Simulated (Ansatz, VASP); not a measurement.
Two plane-wave programs on Lu

Contents of POSCAR:

```
Lu
1.0
   -1.9541071100      1.9541071100      1.9541071100
    1.9541071100     -1.9541071100      1.9541071100
    1.9541071100      1.9541071100     -1.9541071100
Lu
1
Direct
    0.0000000000      0.0000000000      0.0000000000
```

INCAR.step1

```
PREC     = Accurate       # precision mode
ENCUT    = 660            # plane-wave cutoff, eV
ISMEAR   = -5             # smearing method
SIGMA    = 0.05           # smearing width, eV
LREAL    = F              # projectors in reciprocal space
LASPH    = T              # aspherical terms in the spheres
NELM     = 120            # most SCF steps
NBANDS   = 18             # bands
GGA      = PE             # functional
ALGO     = Normal         # electronic algorithm
EDIFF    = 1E-5           # SCF threshold, eV
LWAVE    = T              # write WAVECAR
LCHARG   = F              # write CHGCAR
GGA_COMPAT= F
```

Contents of INCAR.step2:

```
PREC     = Accurate       # precision mode
ENCUT    = 660            # plane-wave cutoff, eV
EDIFF    = 1E-6           # SCF threshold, eV
ISMEAR   = -5             # smearing method
SIGMA    = 0.05           # smearing width, eV
LREAL    = F              # projectors in reciprocal space
LASPH    = T              # aspherical terms in the spheres
NELM     = 120            # most SCF steps
ALGO     = Normal         # electronic algorithm
ISIF     = 2              # what is computed and relaxed
LWAVE    = F              # write WAVECAR
LCHARG   = F              # write CHGCAR
METAGGA  = R2SCAN         # meta-GGA
LMIXTAU  = T            
NBANDS   = 18             # bands
ISTART   = 1            
GGA_COMPAT= F
```

The input KPOINTS:

```
regular mesh
0
Gamma
  10 10 10
```

File input.yaml:

```yaml
crystal:
  lattice: { a: 3.90821422, b: 3.90821422, c: 3.90821422, alpha: 90.0, beta: 90.0, gamma: 90.0 }
  space_group: 229
  reduce_to_primitive: true
  atoms:
    - { symbol: Lu, wyckoff: "2a", position: [0.0, 0.0, 0.0] }
hamiltonian:
  xc: r2scan
  pseudopotentials: { kind: paw, accuracy: standard }
kpoints:
  mp_grid: { grid: [10, 10, 10] }
scf:
  occupations: { method: tetrahedron }
output:
  forces: true
  stress: true
  bader: true
  populations: intrinsic
```

Alike in both runs: functional r2SCAN; k mesh 10 × 10 × 10; occupations tetrahedron; no spin polarisation.

```csv
,VASP,Ansatz
version,VASP 6.6.1,Ansatz 0.2.0
potentials or method,"VASP PAW PBE potentials, release 64 (Lu)",SSSP efficiency PAW
plane-wave cutoff (eV),660,612
valence electrons in the cell,25,25
task,single point,atomic charges
```

```tsv
	VASP	Ansatz	Ansatz less VASP
gap on the k mesh at the Fermi level (eV)	none	none	-
pressure (GPa)	0.0	-0.3	-0.27
```

VASP's potentials were made for PBE, not for r2SCAN. A gap of «none» marks a metal or a gap that the smearing closes.

Spin-orbit coupling is off throughout.
